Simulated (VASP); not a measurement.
# TaH4 (I4/mmm) in VASP: further runs, part 3 of 3

VASP 6.6.1. The steps go on from the part before.

## Step 6: Relaxation of cell and atoms, PBE

This run uses another cell than the first one, of 8.91 Å³/atom.

Input file INCAR:

```
ALGO = Normal ; EDIFF = 1E-6
EDIFFG = -0.04 ; ENCUT = 600
GGA = PE ; IBRION = 2
ISIF = 3 ; ISMEAR = 0
LASPH = True ; LCHARG = False
LREAL = False ; LWAVE = False
NELM = 80 ; NSW = 90
PREC = Accurate ; SIGMA = 0.1
```

Input file KPOINTS:

```
k-points
0
Gamma
  8 8 8
```

Input file POSCAR:

```
TaH4
1.0
   -1.5059489829      1.5059489829      4.9126680562
    1.5059489829     -1.5059489829      4.9126680562
    1.5059489829      1.5059489829     -4.9126680562
Ta H
1 4
Direct
    0.0000000000      0.0000000000      0.0000000000
    0.6201908907      0.1201908907      0.5000000000
    0.1201908907      0.6201908907      0.5000000000
    0.3798091093      0.8798091093      0.5000000000
    0.8798091093      0.3798091093      0.5000000000
```

Potentials or basis: VASP PAW PBE potentials, release 64 (Ta_pv, H).

Started as:

```
$ cat potpaw_PBE.64/Ta_pv/POTCAR potpaw_PBE.64/H/POTCAR > POTCAR
$ mpirun -np 1 vasp_std > vasp.out
```

OUTCAR:

```text
EDIFF = 1E-6
   EDIFFG = -0.04
   ENCUT = 600
   GGA = PE
   IBRION = 2
   ISIF = 3
   ISMEAR = 0
   LASPH = True
   LREAL = False
   NELM = 80
   NSW = 90
   PREC = Accurate

 ion  position               nearest neighbor table
   1  0.000  0.000  0.000-   4 1.91   5 1.91   2 1.91   3 1.91   2 1.91   3 1.91   5 1.91   4 1.91

   2  0.620  0.120  0.500-   1 1.91   1 1.91
   3  0.120  0.620  0.500-   1 1.91   1 1.91
   4  0.380  0.880  0.500-   1 1.91   1 1.91
   5  0.880  0.380  0.500-   1 1.91   1 1.91

  LATTYP: Found a body centered tetragonal cell.
 ALAT       =     3.0118979658
 C/A-ratio  =     3.2621742914

  Lattice vectors:

 A1 = (  -1.5059489829,   1.5059489829,   4.9126680562)
 A2 = (   1.5059489829,  -1.5059489829,   4.9126680562)
 A3 = (   1.5059489829,   1.5059489829,  -4.9126680562)

Analysis of symmetry for initial positions (statically):
=====================================================================
 Subroutine PRICEL returns:
 Original cell was already a primitive cell.

 Routine SETGRP: Setting up the symmetry group for a
 body centered tetragonal supercell.

 Subroutine GETGRP returns: Found 16 space group operations
 (whereof 16 operations were pure point group operations)
 out of a pool of 16 trial point group operations.

The static configuration has the point symmetry D_4h.

Analysis of symmetry for dynamics (positions and initial velocities):
=====================================================================
 Subroutine PRICEL returns:
 Original cell was already a primitive cell.

 Routine SETGRP: Setting up the symmetry group for a
 body centered tetragonal supercell.

 Subroutine GETGRP returns: Found 16 space group operations
 (whereof 16 operations were pure point group operations)
 out of a pool of 16 trial point group operations.

The dynamic configuration has the point symmetry D_4h.

 Subroutine INISYM returns: Found 16 space group operations
 (whereof 16 operations are pure point group operations),
[... 135 lines left out ...]
 Gauss-broadening in eV      SIGMA  =   0.10
  energy-cutoff  :      600.00
  volume of cell :       44.57
 maximum number of plane-waves:      1508
 NGX is ok and might be reduce to    48
   NGX = 21   NGY = 21   NGZ = 21

--------------------------------------- Ionic step        1  -------------------------------------------

 number of electron      15.0000001 magnetization

 Free energy of the ion-electron system (eV)
  ---------------------------------------------------
  ext. energy  EPLUGINS =         0.00000000
  ---------------------------------------------------
  free energy    TOTEN  =       -24.50455665 eV

  energy without entropy =      -24.50011385  energy(sigma->0) =      -24.50233525

------------------------ aborting loop because EDIFF is reached ----------------------------------------

  FORCE on cell =-STRESS in cart. coord.  units (eV):
  Direction    XX          YY          ZZ          XY          YZ          ZX
  --------------------------------------------------------------------------------------
  -------------------------------------------------------------------------------------
  Total        0.4473299      0.4473299      0.2129322      0.0000000      0.0000000     -0.0000000
  in kB       16.0820204     16.0820204      7.6551558      0.0000000      0.0000000     -0.0000000
  external PRESSURE =      13.2730656 kB  Pullay stress =       0.0000000 kB
[... 260 lines left out ...]
--------------------------------------- Ionic step        8  -------------------------------------------

 number of electron      15.0000000 magnetization

 Free energy of the ion-electron system (eV)
  ---------------------------------------------------
  ext. energy  EPLUGINS =         0.00000000
  ---------------------------------------------------
  free energy    TOTEN  =       -24.51606988 eV

  energy without entropy =      -24.51172705  energy(sigma->0) =      -24.51389846

 E-fermi :   0.4638     XC(G=0):  -9.1450

 val. band max:        0.3786842865   @ k =   0.2500   0.1250   0.0000
 cond. band min:       0.4780283519   @ k =  -0.2500   0.5000   0.2500
 fundamental gap:      0.0993440654
 Fermi energy:         0.4638005318

 k-point     1 :       0.0000    0.0000    0.0000
  band No.  band energies     occupation
      1     -34.1561      2.00000
      2     -33.7398      2.00000
      3     -33.7398      2.00000
      4      -8.2483      2.00000
      5      -3.9549      2.00000
      6      -3.5082      2.00000
      7      -0.8844      2.00000
      8       2.6222      0.00000
      9       2.6222      0.00000
     10       2.7219      0.00000
     11       4.7432      0.00000
[... 309 lines left out ...]
 k-point    24 :       0.3750    0.1250    0.1250
  band No.  band energies     occupation
      1     -34.2152      2.00000
      2     -34.0541      2.00000
      3     -33.9495      2.00000
      4      -4.3886      2.00000
      5      -3.8048      2.00000
      6      -2.9189      2.00000
      7      -2.4726      2.00000
      8       0.3258      1.94899
      9       1.5415      0.00000
     10       5.3428      0.00000
     11       6.3875      0.00000

 [... further k-points ...]
[... 5 lines left out ...]
  --------------------------------------------------------------------------------------
  -------------------------------------------------------------------------------------
  Total        0.1159833      0.1159833      0.1878034      0.0000000     -0.0000000     -0.0000000
  in kB        3.9586210      3.9586210      6.4099088      0.0000000     -0.0000000     -0.0000000
  external PRESSURE =       4.7757169 kB  Pullay stress =       0.0000000 kB
[... 20 lines left out ...]
  FREE ENERGIE OF THE ION-ELECTRON SYSTEM (eV)
  ---------------------------------------------------
  free  energy   TOTEN  =       -24.5160698777 eV

  energy  without entropy=      -24.5117270495  energy(sigma->0) =      -24.51389846

 reached required accuracy - stopping structural energy minimisation
```

OSZICAR:

```text
N       E                     dE             d eps       ncg     rms          rms(c)
DAV:   1     0.724590309452E+02    0.72459E+02   -0.85157E+03  1298   0.133E+03
DAV:   2    -0.235912933159E+02   -0.96050E+02   -0.92406E+02  1505   0.288E+02
DAV:   3    -0.265722299527E+02   -0.29809E+01   -0.28578E+01  1613   0.478E+01
[... 64 lines left out ...]
DAV:   4    -0.245166448429E+02    0.10583E-03   -0.86464E-03  1412   0.779E-01    0.175E-01
DAV:   5    -0.245160287174E+02    0.61613E-03   -0.28367E-03  1445   0.464E-01    0.371E-02
DAV:   6    -0.245160779833E+02   -0.49266E-04   -0.20227E-04  1700   0.119E-01    0.325E-02
DAV:   7    -0.245160691711E+02    0.88122E-05   -0.45055E-05  1460   0.596E-02    0.532E-03
DAV:   8    -0.245160698777E+02   -0.70667E-06   -0.41130E-06  1565   0.186E-02
   8 F= -.24516070E+02 E0= -.24513898E+02  d E =-.672125E-02
```

CONTCAR:

```text
TaH4
   1.00000000000000
    -1.5154187331504130    1.5154187331504130    5.1101872296523263
     1.5154187331504130   -1.5154187331504130    5.1101872296523263
     1.5154187331504130    1.5154187331504130   -5.1101872296523263
  Ta              H
     1     4
Direct
     1.0000000000000000    1.0000000000000000    1.0000000000000000
     0.6143353693305613    0.1143353693305614    0.5000000000000000
     0.1143353693305614    0.6143353693305613    0.5000000000000000
     0.3856646306694386    0.8856646306694387    0.5000000000000000
     0.8856646306694387    0.3856646306694386    0.5000000000000000

  0.00000000E+00  0.00000000E+00  0.00000000E+00
  0.00000000E+00  0.00000000E+00  0.00000000E+00
  0.00000000E+00  0.00000000E+00  0.00000000E+00
  0.00000000E+00  0.00000000E+00  0.00000000E+00
  0.00000000E+00  0.00000000E+00  0.00000000E+00
```

Run time: 6.2 min. Hardware: 1 thread of Intel Xeon 6975P-C (Granite Rapids), shared host; peak memory 0.35 GiB.

Results:

| Property | Result |
| --- | --- |
| Free energy | -24.5161 eV |
| Relaxed volume | 9.39 Å³/atom |
| Relaxed cell | a = 5.541 Å, b = 5.541 Å, c = 5.541 Å, α = 148.26°, β = 148.26°, γ = 45.50° |
| Space group after relaxing (to 0.1 Å) | I4/mmm (No. 139) |
| Energy gained by relaxing | 2.3 meV/atom |
| Ionic steps | 8 |
| Pressure after relaxing | 0.5 GPa |
| Largest force after relaxing | 0.016 eV/Å |
| Band gap on the k mesh | zero (an odd number of electrons rules out a gap without spin polarisation) |

Forces on the atoms (eV/Å):
```
Ta   0.000  0.000  0.000
H    0.000  0.000  0.016
H    0.000  0.000  0.016
H    0.000  0.000 -0.016
H    0.000  0.000 -0.016
```

The path:
```tsv
step	energy change (eV)	largest force (eV/Å)	pressure (GPa)	volume (Å³)
1	0.0000	0.0220	1.33	44.57
2	-0.0025	0.0665	0.11	45.04
3	-0.0026	0.0751	-0.13	45.14
4	-0.0036	0.0573	-0.06	45.22
5	-0.0048	0.0070	0.12	45.45
6	-0.0058	0.0048	0.13	45.60
7	-0.0084	0.0014	0.24	46.05
8	-0.0115	0.0161	0.48	46.94
```

Final structure:
```
Ta H
1.0
    -1.51542    1.51542    5.11019
     1.51542   -1.51542    5.11019
     1.51542    1.51542   -5.11019
Ta H
1 4
Direct
  0.00000 0.00000 0.00000
  0.61434 0.11434 0.50000
  0.11434 0.61434 0.50000
  0.38566 0.88566 0.50000
  0.88566 0.38566 0.50000
```

Levels at points of the mesh, in eV from the Fermi level:
| k point | band 3 | band 4 | band 5 | band 6 | band 7 | band 8 | band 9 | band 10 | band 11 |
| --- | --- | --- | --- | --- | --- | --- | --- | --- | --- |
| (0.00, 0.00, 0.00) | -34.20 | -8.71 | -4.42 | -3.97 | -1.35 | 2.16 | 2.16 | 2.26 | 4.28 |
| (0.50, 0.00, 0.00) | -34.16 | -6.02 | -5.15 | -3.40 | -1.46 | 0.18 | 1.86 | 2.64 | 6.20 |
| (0.50, 0.50, 0.00) | -34.48 | -4.52 | -4.28 | -2.34 | -2.05 | -1.63 | 1.32 | 5.61 | 6.91 |
| (0.50, 0.50, 0.50) | -34.20 | -8.36 | -5.07 | -4.46 | -0.57 | 2.21 | 2.21 | 2.61 | 4.28 |

Caveat: spin-orbit coupling is left out, which moves the levels of the heavy elements.

## Step 7: Overview

```csv
cell,k mesh,cutoff (eV),smearing,gap on the mesh (eV),pressure (GPa),relaxed volume (Å³/atom),largest force (eV/Å)
"relaxed from a = 4.140 Å, angles 125.4, 125.4, 80.9°, 5 atoms, atomic positions A",4 × 4 × 4,500,gaussian 0.15 eV,none,-0.3,7.36,0.01
"relaxed from a = 4.008 Å, angles 118.6, 118.6, 92.4°, 5 atoms, atomic positions B",4 × 4 × 4,500,gaussian 0.15 eV,none,-0.1,6.58,0.04
"relaxed from a = 4.270 Å, angles 129.9, 129.9, 73.6°, 5 atoms, atomic positions C",5 × 5 × 5,500,gaussian 0.15 eV,none,0.3,7.22,0.04
"relaxed from a = 4.451 Å, angles 133.7, 133.7, 67.6°, 5 atoms, atomic positions D",5 × 5 × 5,500,gaussian 0.15 eV,none,0.6,-,0.06
"relaxed from a = 5.354 Å, angles 147.3, 147.3, 46.9°, 5 atoms, atomic positions E",8 × 8 × 8,600,gaussian 0.1 eV,none,0.5,9.39,0.02
```

Alike in all rows: task relaxation of cell and atoms; level PBE; potentials or basis VASP PAW PBE potentials, release 64 (Ta_pv, H); no spin polarisation.

Caveats: some runs use coarse meshes; spin-orbit coupling is left out, which moves the levels of the heavy elements; the volume moved by over 15 % at a fixed basis, so the end points are rough (at least some runs); the relaxation stopped at a loose force limit of 0.08 eV/Å, so its end isn't a converged minimum (at least some runs).

Absolute energies hang on the potentials; compare differences alone.
